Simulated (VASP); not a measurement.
**BP (zinc blende): single point with PBE**

BP (zinc blende):

```
B P
1.0
     0.00000    2.06928    2.06928
     2.06928    0.00000    2.06928
     2.06928    2.06928    0.00000
B P
1 1
Direct
  0.00000 0.00000 0.00000
  0.25000 0.25000 0.25000
```

This cell differs from its parent crystal: volume scaled by 0.76.

* Program: VASP 6.6.1
* Task: single point
* Functional: PBE
* Potentials or basis: VASP PAW PBE potentials, release 64 (B, P)
* Cutoff: 500 eV
* k mesh: 10 × 10 × 10
* Occupations: gaussian, width 0.01 eV
* Spin: no spin polarisation

```json
{
  "Pressure": "77.0 GPa",
  "Band gap on the k mesh": "0.72 eV, indirect (least direct gap 4.03 eV)"
}
```

Levels at points of the mesh, in eV from the valence-band top:
```tsv
k point	band 1	band 2	band 3	band 4	band 5	band 6	band 7	band 8
(0.00, 0.00, 0.00)	-18.11	0.00	0.00	0.00	4.03	4.03	4.03	11.77
(0.50, 0.00, 0.00)	-13.61	-11.18	-2.04	-2.04	4.91	4.91	5.59	11.11
(0.50, 0.50, 0.00)	-11.71	-10.07	-5.12	-5.12	0.72	1.47	14.87	14.87
```

Wall time 4.6 s on 1 thread of Intel Xeon 6975P-C, with other jobs on the host, peak memory 0.13 GiB.

 A k mesh can miss the band edges.
